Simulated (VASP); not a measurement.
# ZnS (F-43m) in VASP: settings compared, part 2 of 2

VASP 6.6.1.

### 4 Single point, PBEsol-based global hybrid with 25 % exact exchange

This run uses another cell than the first one, of 18.54 Å³/atom.

File POSCAR:

```
ZnS
1.0
    0.0000000000      2.6468416657      2.6468416657
    2.6468416657      0.0000000000      2.6468416657
    2.6468416657      2.6468416657      0.0000000000
Zn S
1 1
Direct
    0.7500000000      0.7500000000      0.7500000000
    0.0000000000      0.0000000000      0.0000000000
```

File INCAR.step1:

```
PREC = Accurate ; ENCUT = 520
EDIFF = 1E-5 ; ISMEAR = -1
SIGMA = 0.05 ; LREAL = False
LASPH = True ; NELM = 60
ALGO = Normal ; ISIF = 2
LWAVE = True ; NBANDS = 16
GGA = PE
```

File INCAR.step2:

```
PREC = Accurate ; ENCUT = 520
EDIFF = 1E-6 ; ISMEAR = -1
SIGMA = 0.05 ; LREAL = False
LASPH = True ; NELM = 60
ALGO = Normal ; ISIF = 2
LWAVE = False ; LCHARG = True
GGA = PS ; LHFCALC = True
AEXX = 0.25 ; PRECFOCK = Normal
LELF = True ; LVHAR = True
NBANDS = 16 ; ISTART = 1
```

File KPOINTS:

```
regular mesh
0
Gamma
  5 5 5
```

Potentials or basis: VASP PAW PBE potentials, release 64 (Zn, S).

The run is started by

```bash
> cat potpaw_PBE.64/Zn/POTCAR potpaw_PBE.64/S/POTCAR > POTCAR
> cp INCAR.step1 INCAR
> mpirun -np 1 vasp_std > vasp.out
> cp INCAR.step2 INCAR
> mpirun -np 1 vasp_std > vasp.out
```

OUTCAR:

```text
PREC = Accurate
   ENCUT = 520
   EDIFF = 1E-6
   ISMEAR = -1
   LREAL = False
   LASPH = True
   NELM = 60
   ISIF = 2
   GGA = PS
   LHFCALC = True
   AEXX = 0.25
   PRECFOCK = Normal
   ISTART = 1

 ion  position               nearest neighbor table
   1  0.750  0.750  0.750-   2 2.29   2 2.29   2 2.29   2 2.29
   2  0.000  0.000  0.000-   1 2.29   1 2.29   1 2.29   1 2.29

  LATTYP: Found a face centered cubic cell.
 ALAT       =     5.2936833314

  Lattice vectors:

 A1 = (   0.0000000000,   2.6468416657,   2.6468416657)
 A2 = (   2.6468416657,   0.0000000000,   2.6468416657)
 A3 = (   2.6468416657,   2.6468416657,   0.0000000000)

Analysis of symmetry for initial positions (statically):
=====================================================================
 Subroutine PRICEL returns:
 Original cell was already a primitive cell.

 Routine SETGRP: Setting up the symmetry group for a
 face centered cubic supercell.

 Subroutine GETGRP returns: Found 24 space group operations
 (whereof 24 operations were pure point group operations)
 out of a pool of 48 trial point group operations.

The static configuration has the point symmetry T_d .

Analysis of symmetry for dynamics (positions and initial velocities):
=====================================================================
 Subroutine PRICEL returns:
 Original cell was already a primitive cell.

 Routine SETGRP: Setting up the symmetry group for a
 face centered cubic supercell.

 Subroutine GETGRP returns: Found 24 space group operations
 (whereof 24 operations were pure point group operations)
 out of a pool of 48 trial point group operations.

The dynamic configuration has the point symmetry T_d .

 Subroutine INISYM returns: Found 24 space group operations
 (whereof 24 operations are pure point group operations),
 and found     1 'primitive' translations

----------------------------------------------------------------------------------------

                                     Primitive cell

  volume of cell :      37.0863

  direct lattice vectors                    reciprocal lattice vectors
     0.000000000  2.646841666  2.646841666    -0.188904386  0.188904386  0.188904386
     2.646841666  0.000000000  2.646841666     0.188904386 -0.188904386  0.188904386
     2.646841666  2.646841666  0.000000000     0.188904386  0.188904386 -0.188904386

  length of vectors
     3.743199381  3.743199381  3.743199381     0.327191995  0.327191995  0.327191995

  position of ions in fractional coordinates (direct lattice)
     0.750000000  0.750000000  0.750000000
     0.000000000  0.000000000  0.000000000

  ion indices of the primitive-cell ions
   primitive index   ion index
                 1           1
                 2           2

----------------------------------------------------------------------------------------

 KPOINTS: regular mesh

Automatic generation of k-mesh.
 Grid dimensions read from file:
[... 23 lines left out ...]
  0.200000  0.000000  0.000000      8.000000
  0.400000  0.000000  0.000000      8.000000
  0.200000  0.200000  0.000000      6.000000
  0.400000  0.200000  0.000000     24.000000
 -0.400000  0.200000  0.000000     24.000000
 -0.200000  0.200000  0.000000     12.000000
  0.400000  0.400000  0.000000      6.000000
 -0.400000  0.400000  0.000000     12.000000
 -0.400000  0.400000  0.200000     24.000000
   k-points           NKPTS =     10   k-points in BZ     NKDIM =    125   number of bands    NBANDS=     16
   number of dos      NEDOS =    301   number of ions     NIONS =      2
   total plane-waves  NPLWV =  21952
   dimension x,y,z NGX =    28 NGY =   28 NGZ =   28
   dimension x,y,z NGXF=    56 NGYF=   56 NGZF=   56
   ions per type =               1   1
   NGX,Y,Z   is equivalent  to a cutoff of  12.44, 12.44, 12.44 a.u.
   NGXF,Y,Z  is equivalent  to a cutoff of  24.87, 24.87, 24.87 a.u.
 SYSTEM =  unknown system
   PREC   = accura    normal or accurate (medium, high low for compatibility)
   ISTART =      1    job   : 0-new  1-cont  2-samecut
   ICHARG =      0    charge: 1-file 2-atom 10-const
   ISPIN  =      1    spin polarized calculation?
   LNONCOLLINEAR =      F non collinear calculations
   LSORBIT =      F    spin-orbit coupling
   LASPH  =      T    aspherical Exc in radial PAW
   ENCUT  =  520.0 eV  38.22 Ry    6.18 a.u.   6.96  6.96  6.96*2*pi/ulx,y,z
   NELM   =     60;   NELMIN=  2; NELMDL=  0     # of ELM steps
   EDIFF  = 0.1E-05   stopping-criterion for ELM
   LREAL  =      F    real-space projection
   EDIFFG = 0.1E-04   stopping-criterion for IOM
   NSW    =      0    number of steps for IOM
   IBRION =     -1    ionic relax: 0-MD 1-quasi-New 2-CG
   NFREE  =      0    steps in history (QN), initial steepest desc. (CG)
   ISIF   =      2    stress and relaxation
   ISYM   =      3    0-nonsym 1-usesym 2-fastsym
   POTIM  = 0.5000    time-step for ionic-motion
   TEBEG  =    0.0;   TEEND  =   0.0 temperature during run
   PSTRESS=    0.0 pullay stress
   NELECT =      18.0000    total number of electrons
   NUPDOWN=      -1.0000    fix difference up-down
   EMIN   =  10.00;   EMAX   =-10.00  energy-range for DOS
   EFERMI =   0.00;   METHOD = LEGACY
   ISMEAR =    -1;   SIGMA  =   0.05  broadening in eV -4-tet -1-fermi 0-gaus
   EFERMI_NEDOS =   21; number of points for ismear=-14 and -15
   IALGO  =     38    algorithm
   IMIX   =      1    mixing-type and parameters
     AMIX     =   0.40;   BMIX     =  1.00
     AMIX_MAG =   1.60;   BMIX_MAG =  1.00
  volume/ion in A,a.u.               =      18.54       125.14
  Fermi-wavevector in a.u.,A,eV,Ry     =   1.286553  2.431233 22.520619  1.655219
  Thomas-Fermi vector in A             =   2.418621
   LORBIT       =      0    0 simple, 1 ext, 2 COOP (PROOUT), +10 PAW based schemes
   GGA     = PS    functional components
   LHFCALC =     T    Hartree Fock is set to
   PRECFOCK=normal    Normal, Fast or Accurate (Low or Medium for compatibility)
   ENCUT4O =  -1.0   cutoff for four orbital integrals eV
   NKREDX  =     1    reduce k-point grid by
   NKREDY  =     1    reduce k-point grid by
   NKREDZ  =     1    reduce k-point grid by
   AEXX    =    0.2500 exact exchange contribution
   HFSCREEN=    0.0000 screening length (either q_TF or 0.3 A-1)
   HFSCREENC=   0.0000 screening length for correlation (either q_TF or 0.3 A-1)
   ENCUTFOCK=  -1.0 apply spherical cutoff to Coloumb kernel
   IVDW    =     0    specifies the selected vdW correction
   LEPSILON=     F    determine dielectric tensor
   LRPA    =     F    only Hartree local field effects (RPA)
 non-spin polarized calculation
  energy-cutoff  :      520.00
  volume of cell :       37.09
 maximum number of plane-waves:      1006
  NGX = 24; NGY = 24; NGZ = 24

 number of electron      18.0000013 magnetization

 Free energy of the ion-electron system (eV)
  ---------------------------------------------------
  ext. energy  EPLUGINS =         0.00000000
  ---------------------------------------------------
  free energy    TOTEN  =        -9.44396839 eV

  energy without entropy =       -9.44396839  energy(sigma->0) =       -9.44396839

 E-fermi :   2.5505     XC(G=0):  -7.9864

 val. band max:        1.5150359853   @ k =   0.0000   0.0000   0.0000
 cond. band min:       5.7222256006   @ k =   0.0000   0.0000   0.0000
 fundamental gap:      4.2071896153
 Fermi energy:         2.5504818425

 k-point     1 :       0.0000    0.0000    0.0000
  band No.  band energies     occupation
      1     -13.3541      2.00000
      2      -6.6547      2.00000
      3      -6.6547      2.00000
      4      -6.6547      2.00000
      5      -6.1380      2.00000
      6      -6.1380      2.00000
[... 167 lines left out ...]
      3      -6.4158      2.00000
      4      -6.2378      2.00000
      5      -6.1214      2.00000
      6      -5.7837      2.00000
[... 8 lines left out ...]
     15      17.4346      0.00000
     16      19.9601      0.00000

------------------------ aborting loop because EDIFF is reached ----------------------------------------

  FORCE on cell =-STRESS in cart. coord.  units (eV):
  Direction    XX          YY          ZZ          XY          YZ          ZX
  --------------------------------------------------------------------------------------
  -------------------------------------------------------------------------------------
  Total        0.7928534      0.7928534      0.7928534      0.0000000     -0.0000000      0.0000000
  in kB       34.2522904     34.2522904     34.2522904      0.0000000     -0.0000000      0.0000000
  external PRESSURE =      34.2522904 kB  Pullay stress =       0.0000000 kB

 VOLUME and BASIS-vectors are now :
 -----------------------------------------------------------------------------
  energy-cutoff  :      520.00
  volume of cell :       37.09
      direct lattice vectors                 reciprocal lattice vectors
     0.000000000  2.646841666  2.646841666    -0.188904386  0.188904386  0.188904386
     2.646841666  0.000000000  2.646841666     0.188904386 -0.188904386  0.188904386
     2.646841666  2.646841666  0.000000000     0.188904386  0.188904386 -0.188904386

 POSITION                                       TOTAL-FORCE (eV/Angst)
 -----------------------------------------------------------------------------------
      3.97026      3.97026      3.97026         0.000000      0.000000      0.000000
      0.00000      0.00000      0.00000        -0.000000     -0.000000     -0.000000
 -----------------------------------------------------------------------------------
    total drift:                                0.000099      0.000082      0.000046

  FREE ENERGIE OF THE ION-ELECTRON SYSTEM (eV)
  ---------------------------------------------------
  free  energy   TOTEN  =        -9.4439683910 eV

  energy  without entropy=       -9.4439683909  energy(sigma->0) =       -9.44396839
```

It took 24 min on 1 thread of Intel Xeon Platinum 8259CL at 2.50GHz (Skylake/Cascade Lake), shared host; peak memory 0.16 GiB.

What came out:

```
Free energy            : -9.4440 eV
Pressure               : 3.4 GPa
Band gap on the k mesh : 4.21 eV
```

Levels at points of the mesh, in eV from the valence-band top:
```
           k point  band 6  band 7  band 8  band 9  band 10  band 11  band 12  band 13
(0.00, 0.00, 0.00)   -7.65    0.00    0.00    0.00     4.21     8.31     8.31     8.31
```

Caveat: the cell stands under pressure; the PAW data sets were made with another functional, which shifts forces and pressure a little.

### 5 The runs side by side

| task | level | cell | k mesh | cutoff (eV) | grid for exact exchange (PRECFOCK) | share of exact exchange | gap on the mesh (eV) | pressure (GPa) |
| --- | --- | --- | --- | --- | --- | --- | --- | --- |
| single point | PBE | a = 3.849 Å, angles 60.0°, 2 atoms | 9 × 9 × 9 | 520 | - | - | 2.02 | 0.2 |
| relaxation of cell and atoms | PBE | relaxed from a = 3.821 Å, angles 60.0°, 2 atoms | 9 × 9 × 9 | 600 | - | - | 2.01 | 0.0 |
| single point | PBEsol-based global hybrid with 25 % exact exchange | a = 3.743 Å, angles 60.0°, 2 atoms | 5 × 5 × 5 | 520 | Normal | 0.25 | 4.21 | 3.4 |

Alike in all rows: potentials or basis VASP PAW PBE potentials, release 64 (Zn, S); no spin polarisation; smearing fermi-dirac 0.05 eV.

Caveats: the cell stands under pressure (at least some runs); the PAW data sets were made with another functional, which shifts forces and pressure a little (at least some runs).

Total energies depend on the potentials used, so only differences within one code and one set of settings carry meaning.

### 6 Against experiment

Step 2. Measured gap of ZnS: 3.85 eV (direct; 19 K; quoted in “Electronic, vibrational, and thermodynamic properties of ZnS (zincblende and rocksalt structure)”, 2009, arxiv:0911.5022). This calculation gives 2.02 eV (-1.83 eV). The value is that of PBE, without temperature or zero-point motion. Semilocal functionals fall short of measured gaps as a rule.
